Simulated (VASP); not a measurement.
# CdS (F-43m) in VASP: further runs

CdS is run at these levels: PBE; tasks: electric field gradients.

All numbers are computed with VASP 6.6.1; they aren't measurements. Logs are shortened: lines on timing, memory, paths and dates and some standing lists are left out, and cuts for length are marked.

## Step 1: The cell of the first run

The structure is cubic, space group F-43m (No. 216). Conventional cell: a = 5.886 Å, b = 5.886 Å, c = 5.886 Å, α = 90.00°, β = 90.00°, γ = 90.00°. Cd (site symmetry -43m) has 4 S at 2.55 Å within 3.4 Å. Within 3.4 Å of S (site symmetry -43m) lie 4 Cd at 2.55 Å.

## Step 2: Electric field gradients, PBE

Contents of INCAR:

```
PREC = Accurate
ENCUT = 520
EDIFF = 1E-8
ISMEAR = -1
SIGMA = 0.02
LREAL = False
LASPH = True
NELM = 60
ALGO = Normal
ISIF = 2
LWAVE = False
LCHARG = False
GGA = PE
LEFG = True
NBANDS = 16
```

Contents of KPOINTS:

```
regular mesh
0
Gamma
  7 7 7
```

Contents of POSCAR:

```
CdS
1.0
    0.0000000000      2.9429534649      2.9429534649
    2.9429534649      0.0000000000      2.9429534649
    2.9429534649      2.9429534649      0.0000000000
Cd S
1 1
Direct
    0.0000000000      0.0000000000      0.0000000000
    0.7500000000      0.7500000000      0.7500000000
```

Potentials or basis: VASP PAW PBE potentials, release 64 (Cd, S).

Command:

```
cat potpaw_PBE.64/Cd/POTCAR potpaw_PBE.64/S/POTCAR > POTCAR
mpirun -np 1 vasp_std > vasp.out
```

OUTCAR:

```text
PREC = Accurate
   ENCUT = 520
   EDIFF = 1E-8
   ISMEAR = -1
   LREAL = False
   LASPH = True
   NELM = 60
   ISIF = 2
   GGA = PE

 ion  position               nearest neighbor table
   1  0.000  0.000  0.000-   2 2.55   2 2.55   2 2.55   2 2.55
   2  0.750  0.750  0.750-   1 2.55   1 2.55   1 2.55   1 2.55

  LATTYP: Found a face centered cubic cell.
 ALAT       =     5.8859069298

  Lattice vectors:

 A1 = (   0.0000000000,   2.9429534649,   2.9429534649)
 A2 = (   2.9429534649,   0.0000000000,   2.9429534649)
 A3 = (   2.9429534649,   2.9429534649,   0.0000000000)

Analysis of symmetry for initial positions (statically):
=====================================================================
 Subroutine PRICEL returns:
 Original cell was already a primitive cell.

 Routine SETGRP: Setting up the symmetry group for a
 face centered cubic supercell.

 Subroutine GETGRP returns: Found 24 space group operations
 (whereof 24 operations were pure point group operations)
 out of a pool of 48 trial point group operations.

The static configuration has the point symmetry T_d .

Analysis of symmetry for dynamics (positions and initial velocities):
=====================================================================
 Subroutine PRICEL returns:
 Original cell was already a primitive cell.

 Routine SETGRP: Setting up the symmetry group for a
 face centered cubic supercell.

 Subroutine GETGRP returns: Found 24 space group operations
 (whereof 24 operations were pure point group operations)
 out of a pool of 48 trial point group operations.

The dynamic configuration has the point symmetry T_d .

 Subroutine INISYM returns: Found 24 space group operations
 (whereof 24 operations are pure point group operations),
 and found     1 'primitive' translations

----------------------------------------------------------------------------------------

                                     Primitive cell

  volume of cell :      50.9777

  direct lattice vectors                    reciprocal lattice vectors
     0.000000000  2.942953465  2.942953465    -0.169897352  0.169897352  0.169897352
     2.942953465  0.000000000  2.942953465     0.169897352 -0.169897352  0.169897352
     2.942953465  2.942953465  0.000000000     0.169897352  0.169897352 -0.169897352

  length of vectors
     4.161964703  4.161964703  4.161964703     0.294270845  0.294270845  0.294270845

  position of ions in fractional coordinates (direct lattice)
     0.000000000  0.000000000  0.000000000
     0.750000000  0.750000000  0.750000000

  ion indices of the primitive-cell ions
   primitive index   ion index
                 1           1
                 2           2

----------------------------------------------------------------------------------------

 KPOINTS: regular mesh

Automatic generation of k-mesh.
 Grid dimensions read from file:
 generate k-points for:    7    7    7

 Generating k-lattice:

  Cartesian coordinates                     Fractional coordinates (reciprocal lattice)
    -0.024271050  0.024271050  0.024271050     0.142857143  0.000000000  0.000000000
     0.024271050 -0.024271050  0.024271050     0.000000000  0.142857143  0.000000000
     0.024271050  0.024271050 -0.024271050     0.000000000  0.000000000  0.142857143

  Length of vectors
     0.042038692  0.042038692  0.042038692

  Shift w.r.t. Gamma in fractional coordinates (k-lattice)
     0.000000000  0.000000000  0.000000000

 Subroutine IBZKPT returns following result:
 ===========================================

 Found     20 irreducible k-points:

 Following reciprocal coordinates:
            Coordinates               Weight
  0.000000  0.000000  0.000000      1.000000
  0.142857  0.000000  0.000000      8.000000
  0.285714  0.000000  0.000000      8.000000
  0.428571  0.000000  0.000000      8.000000
  0.142857  0.142857  0.000000      6.000000
  0.285714  0.142857  0.000000     24.000000
[... 12 lines left out ...]
 -0.428571  0.428571  0.142857     24.000000
 -0.285714  0.428571  0.142857     24.000000
   k-points           NKPTS =     20   k-points in BZ     NKDIM =     20   number of bands    NBANDS=     16
   number of dos      NEDOS =    301   number of ions     NIONS =      2
   total plane-waves  NPLWV =  32768
   dimension x,y,z NGX =    32 NGY =   32 NGZ =   32
   dimension x,y,z NGXF=    64 NGYF=   64 NGZF=   64
   ions per type =               1   1
   NGX,Y,Z   is equivalent  to a cutoff of  12.78, 12.78, 12.78 a.u.
   NGXF,Y,Z  is equivalent  to a cutoff of  25.56, 25.56, 25.56 a.u.
 SYSTEM =  unknown system
   PREC   = accura    normal or accurate (medium, high low for compatibility)
   ISTART =      0    job   : 0-new  1-cont  2-samecut
   ICHARG =      2    charge: 1-file 2-atom 10-const
   ISPIN  =      1    spin polarized calculation?
   LNONCOLLINEAR =      F non collinear calculations
   LSORBIT =      F    spin-orbit coupling
   LASPH  =      T    aspherical Exc in radial PAW
   ENCUT  =  520.0 eV  38.22 Ry    6.18 a.u.   7.74  7.74  7.74*2*pi/ulx,y,z
   NELM   =     60;   NELMIN=  2; NELMDL= -5     # of ELM steps
   EDIFF  = 0.1E-07   stopping-criterion for ELM
   LREAL  =      F    real-space projection
   EDIFFG = 0.1E-06   stopping-criterion for IOM
   NSW    =      0    number of steps for IOM
   IBRION =     -1    ionic relax: 0-MD 1-quasi-New 2-CG
   NFREE  =      0    steps in history (QN), initial steepest desc. (CG)
   ISIF   =      2    stress and relaxation
   ISYM   =      2    0-nonsym 1-usesym 2-fastsym
   POTIM  = 0.5000    time-step for ionic-motion
   TEBEG  =    0.0;   TEEND  =   0.0 temperature during run
   PSTRESS=    0.0 pullay stress
   NELECT =      18.0000    total number of electrons
   NUPDOWN=      -1.0000    fix difference up-down
   EMIN   =  10.00;   EMAX   =-10.00  energy-range for DOS
   EFERMI =   0.00;   METHOD = LEGACY
   ISMEAR =    -1;   SIGMA  =   0.02  broadening in eV -4-tet -1-fermi 0-gaus
   EFERMI_NEDOS =   21; number of points for ismear=-14 and -15
   IALGO  =     38    algorithm
   IMIX   =      4    mixing-type and parameters
     AMIX     =   0.40;   BMIX     =  1.00
     AMIX_MAG =   1.60;   BMIX_MAG =  1.00
  volume/ion in A,a.u.               =      25.49       172.01
  Fermi-wavevector in a.u.,A,eV,Ry     =   1.157104  2.186609 18.216690  1.338889
  Thomas-Fermi vector in A             =   2.293718
   LORBIT       =      0    0 simple, 1 ext, 2 COOP (PROOUT), +10 PAW based schemes
   GGA     = PE    functional components
[... 5 lines left out ...]
 non-spin polarized calculation
  energy-cutoff  :      520.00
  volume of cell :       50.98
 maximum number of plane-waves:      1392
   NGX = 15   NGY = 15   NGZ = 15

 number of electron      18.0000005 magnetization

 Free energy of the ion-electron system (eV)
  ---------------------------------------------------
  ext. energy  EPLUGINS =         0.00000000
  ---------------------------------------------------
  free energy    TOTEN  =        -6.14070764 eV

  energy without entropy =       -6.14070764  energy(sigma->0) =       -6.14070764

 E-fermi :   1.5423     XC(G=0):  -9.0231

 val. band max:        1.0865092037   @ k =   0.0000   0.0000   0.0000
 cond. band min:       2.1760917670   @ k =   0.0000   0.0000   0.0000
 fundamental gap:      1.0895825633
 Fermi energy:         1.5423161594

 k-point     1 :       0.0000    0.0000    0.0000
  band No.  band energies     occupation
      1     -11.1205      2.00000
      2      -6.5478      2.00000
      3      -6.5478      2.00000
      4      -6.5478      2.00000
      5      -6.1043      2.00000
      6      -6.1043      2.00000
[... 8 lines left out ...]
     15      12.5251      0.00000
     16      12.5251      0.00000

 k-point     2 :       0.1429    0.0000    0.0000
  band No.  band energies     occupation
      1     -11.0453      2.00000
      2      -6.5211      2.00000
      3      -6.5211      2.00000
      4      -6.4780      2.00000
      5      -6.1051      2.00000
      6      -6.1051      2.00000
[... 8 lines left out ...]
     15      11.8495      0.00000
     16      12.9570      0.00000
[... 311 lines left out ...]
      5      -6.0539      2.00000
      6      -5.6440      2.00000
[... 8 lines left out ...]
     15      14.0092      0.00000
     16      14.3122      0.00000

 k-point    20 :      -0.2857    0.4286    0.1429
  band No.  band energies     occupation
      1     -10.6074      2.00000
      2      -6.3498      2.00000
      3      -6.3064      2.00000
      4      -6.1501      2.00000
      5      -6.0868      2.00000
      6      -5.5408      2.00000
[... 8 lines left out ...]
     15      13.3280      0.00000
     16      14.9635      0.00000

------------------------ aborting loop because EDIFF is reached ----------------------------------------

  FORCE on cell =-STRESS in cart. coord.  units (eV):
  Direction    XX          YY          ZZ          XY          YZ          ZX
  --------------------------------------------------------------------------------------
  -------------------------------------------------------------------------------------
  Total        0.4713638      0.4713638      0.4713638      0.0000000      0.0000000      0.0000000
  in kB       14.8144881     14.8144881     14.8144881      0.0000000      0.0000000      0.0000000
  external PRESSURE =      14.8144881 kB  Pullay stress =       0.0000000 kB

 VOLUME and BASIS-vectors are now :
 -----------------------------------------------------------------------------
  energy-cutoff  :      520.00
  volume of cell :       50.98
      direct lattice vectors                 reciprocal lattice vectors
     0.000000000  2.942953465  2.942953465    -0.169897352  0.169897352  0.169897352
     2.942953465  0.000000000  2.942953465     0.169897352 -0.169897352  0.169897352
     2.942953465  2.942953465  0.000000000     0.169897352  0.169897352 -0.169897352

 POSITION                                       TOTAL-FORCE (eV/Angst)
 -----------------------------------------------------------------------------------
      0.00000      0.00000      0.00000        -0.000000      0.000000     -0.000000
      4.41443      4.41443      4.41443         0.000000     -0.000000      0.000000
 -----------------------------------------------------------------------------------
    total drift:                                0.000000      0.000000      0.000000

  FREE ENERGIE OF THE ION-ELECTRON SYSTEM (eV)
  ---------------------------------------------------
  free  energy   TOTEN  =        -6.1407076420 eV

  energy  without entropy=       -6.1407076420  energy(sigma->0) =       -6.14070764

 Electric field gradients (V/A^2)
---------------------------------------------------------------------
 ion       V_xx      V_yy      V_zz      V_xy      V_xz      V_yz
---------------------------------------------------------------------
   1       0.000    -0.000     0.000     0.002     0.002     0.002
   2      -0.000    -0.000    -0.000    -0.000    -0.000    -0.000
---------------------------------------------------------------------

 Electric field gradients after diagonalization (V/A^2)
 (convention: |V_zz| > |V_xx| > |V_yy|)
----------------------------------------------------------------------
 ion       V_xx      V_yy      V_zz     asymmetry (V_yy - V_xx)/ V_zz
----------------------------------------------------------------------
   1      -0.002    -0.002     0.003       0.000
   2       0.000     0.000    -0.001       0.000
----------------------------------------------------------------------

           NMR quadrupolar parameters

 Cq : quadrupolar parameter    Cq=e*Q*V_zz/h
 eta: asymmetry parameters     (V_yy - V_xx)/ V_zz
 Q  : nuclear electric quadrupole moment in mb (millibarn)
----------------------------------------------------------------------
 ion       Cq(MHz)       eta       Q (mb)
----------------------------------------------------------------------
   1       0.000       0.000       1.000
   2      -0.000       0.000       1.000
----------------------------------------------------------------------
```

Wall time 23 s (1 thread of Intel Xeon Platinum 8259CL at 2.50GHz (Skylake/Cascade Lake), shared host); peak memory 0.18 GiB.

What came out:

* Free energy: -6.1407 eV
* Pressure: 1.5 GPa
* Band gap on the k mesh: 1.09 eV, direct

Levels at points of the mesh, in eV from the valence-band top:
| k point | band 5 | band 6 | band 7 | band 8 | band 9 | band 10 | band 11 | band 12 | band 13 | band 14 |
| --- | --- | --- | --- | --- | --- | --- | --- | --- | --- | --- |
| (0.00, 0.00, 0.00) | -7.19 | -7.19 | 0.00 | 0.00 | 0.00 | 1.09 | 6.55 | 6.55 | 6.55 | 11.29 |

Caveat: without QUAD_EFG the Cq values of the log hold for a quadrupole moment of 1 mb, not for the nuclei.

## Step 3: Electric field gradients, PBE

Contents of INCAR:

```
SYSTEM = CdS
ALGO     = Normal         ! electronic algorithm
EDIFF    = 1E-8           ! SCF threshold, eV
ENCUT    = 520            ! plane-wave cutoff, eV
GGA      = PE             ! functional
ISIF     = 2              ! what is computed and relaxed
ISMEAR   = -1             ! smearing method
LASPH    = .TRUE.         ! aspherical terms in the spheres
LCHARG   = .FALSE.        ! write CHGCAR
LEFG     = .TRUE.       
LREAL    = .FALSE.        ! projectors in reciprocal space
LWAVE    = .FALSE.        ! write WAVECAR
NBANDS   = 16             ! bands
NELM     = 100            ! most SCF steps
PREC     = Accurate       ! precision mode
SIGMA    = 0.02           ! smearing width, eV
```

Contents of KPOINTS:

```
k-points
0
G
  7 7 7
  0 0 0
```

POSCAR is that of step 2.

Potentials or basis: VASP PAW PBE potentials, release 64 (Cd, S).

Command:

```
cat potpaw_PBE.64/Cd/POTCAR potpaw_PBE.64/S/POTCAR > POTCAR
mpirun -np 1 vasp_std > vasp.out
```

OUTCAR:

```text
SYSTEM = CdS
   EDIFF = 1E-8
   ENCUT = 520
   GGA = PE
   ISIF = 2
   ISMEAR = -1
   LASPH = .TRUE.
   LREAL = .FALSE.
   NELM = 100
   PREC = Accurate

 ion  position               nearest neighbor table
   1  0.000  0.000  0.000-   2 2.55   2 2.55   2 2.55   2 2.55
   2  0.750  0.750  0.750-   1 2.55   1 2.55   1 2.55   1 2.55

  LATTYP: Found a face centered cubic cell.
 ALAT       =     5.8859069298

  Lattice vectors:

 A1 = (   0.0000000000,   2.9429534649,   2.9429534649)
 A2 = (   2.9429534649,   0.0000000000,   2.9429534649)
 A3 = (   2.9429534649,   2.9429534649,   0.0000000000)

Analysis of symmetry for initial positions (statically):
=====================================================================
 Subroutine PRICEL returns:
 Original cell was already a primitive cell.

 Routine SETGRP: Setting up the symmetry group for a
 face centered cubic supercell.

 Subroutine GETGRP returns: Found 24 space group operations
[... 559 lines left out ...]
  volume of cell :       50.98
      direct lattice vectors                 reciprocal lattice vectors
     0.000000000  2.942953465  2.942953465    -0.169897352  0.169897352  0.169897352
     2.942953465  0.000000000  2.942953465     0.169897352 -0.169897352  0.169897352
     2.942953465  2.942953465  0.000000000     0.169897352  0.169897352 -0.169897352

 POSITION                                       TOTAL-FORCE (eV/Angst)
 -----------------------------------------------------------------------------------
      0.00000      0.00000      0.00000        -0.000000      0.000000     -0.000000
      4.41443      4.41443      4.41443         0.000000     -0.000000      0.000000
 -----------------------------------------------------------------------------------
    total drift:                                0.000000      0.000000      0.000000

  FREE ENERGIE OF THE ION-ELECTRON SYSTEM (eV)
  ---------------------------------------------------
  free  energy   TOTEN  =        -6.1407076420 eV

  energy  without entropy=       -6.1407076420  energy(sigma->0) =       -6.14070764

 Electric field gradients (V/A^2)
---------------------------------------------------------------------
 ion       V_xx      V_yy      V_zz      V_xy      V_xz      V_yz
---------------------------------------------------------------------
   1       0.000    -0.000     0.000     0.002     0.002     0.002
   2      -0.000    -0.000    -0.000    -0.000    -0.000    -0.000
---------------------------------------------------------------------

 Electric field gradients after diagonalization (V/A^2)
 (convention: |V_zz| > |V_xx| > |V_yy|)
----------------------------------------------------------------------
 ion       V_xx      V_yy      V_zz     asymmetry (V_yy - V_xx)/ V_zz
----------------------------------------------------------------------
   1      -0.002    -0.002     0.003       0.000
   2       0.000     0.000    -0.001       0.000
----------------------------------------------------------------------

           NMR quadrupolar parameters

 Cq : quadrupolar parameter    Cq=e*Q*V_zz/h
 eta: asymmetry parameters     (V_yy - V_xx)/ V_zz
 Q  : nuclear electric quadrupole moment in mb (millibarn)
----------------------------------------------------------------------
 ion       Cq(MHz)       eta       Q (mb)
----------------------------------------------------------------------
   1       0.000       0.000       1.000
   2      -0.000       0.000       1.000
----------------------------------------------------------------------
```

stdout:

```text
POSCAR found type information on POSCAR CdS
 POSCAR found :  2 types and       2 ions
 scaLAPACK will be used
 LDA part: xc-table for (Slater+PW92), standard interpolation
 POSCAR, INCAR and KPOINTS ok, starting setup
 FFT: planning ... GRIDC
 FFT: planning ... GRID_SOFT
 FFT: planning ... GRID
 WAVECAR not read
 entering main loop
ion   1

ion   2
```

Wall time 24 s (1 thread of Intel Xeon Platinum 8259CL at 2.50GHz (Skylake/Cascade Lake), shared host); peak memory 0.18 GiB.

What came out:

| Property | Result |
| --- | --- |
| Free energy | -6.1407 eV |
| Pressure | 1.5 GPa |
| Band gap on the k mesh | 1.09 eV, direct |

Caveat: without QUAD_EFG the Cq values of the log hold for a quadrupole moment of 1 mb, not for the nuclei. Expect the measured gap to be larger: semilocal functionals such as PBE lack the derivative discontinuity.

(Continued in part 2 of 2.)
